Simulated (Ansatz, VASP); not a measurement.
# SiO2: VASP beside Ansatz

```
Si O
1.0
    -4.48575    4.48575    2.62540
     4.48575   -4.48575    2.62540
     4.48575    4.48575   -2.62540
Si O
4 8
Direct
  0.17691 0.17691 0.35383
  0.82309 0.17691 0.00000
  0.17691 0.82309 0.00000
  0.82309 0.82309 0.64617
  0.50000 0.50000 0.50000
  0.00000 0.50000 0.00000
  0.50000 0.00000 0.00000
  0.00000 0.00000 0.50000
  0.00000 0.20942 0.20942
  0.79058 0.00000 0.79058
  0.20942 0.00000 0.20942
  0.00000 0.79058 0.79058
```

Alike in both runs: functional PBEsol; k mesh 6 × 6 × 6; occupations gaussian, width 0.02 eV; no spin polarisation.

Ansatz relaxed the structure, and its values are those at the end. VASP's run is a single point on that final structure, the one shown.

|  | VASP | Ansatz |
| --- | --- | --- |
| version | VASP 6.6.1 | Ansatz 0.2.0 |
| potentials or method | VASP PAW PBE potentials, release 64 (Si, O), cutoff 520 eV | scalar-relativistic, plane waves, PAW |
| valence electrons in the cell | 64 | 64 |

Ansatz gave:

```
gap on the k mesh at the Fermi level (eV) : 5.48
least direct gap on the mesh (eV)         : 5.48
pressure (GPa)                            : 0.0
rms of the force components (eV/Å)        : 0.001
```

What did VASP give for the same quantities?

gap on the k mesh at the Fermi level (eV): 5.47; least direct gap on the mesh (eV): 5.48; pressure (GPa): 0.4; rms of the force components (eV/Å): 0.009.

VASP's potentials were made for PBE, not for PBEsol.
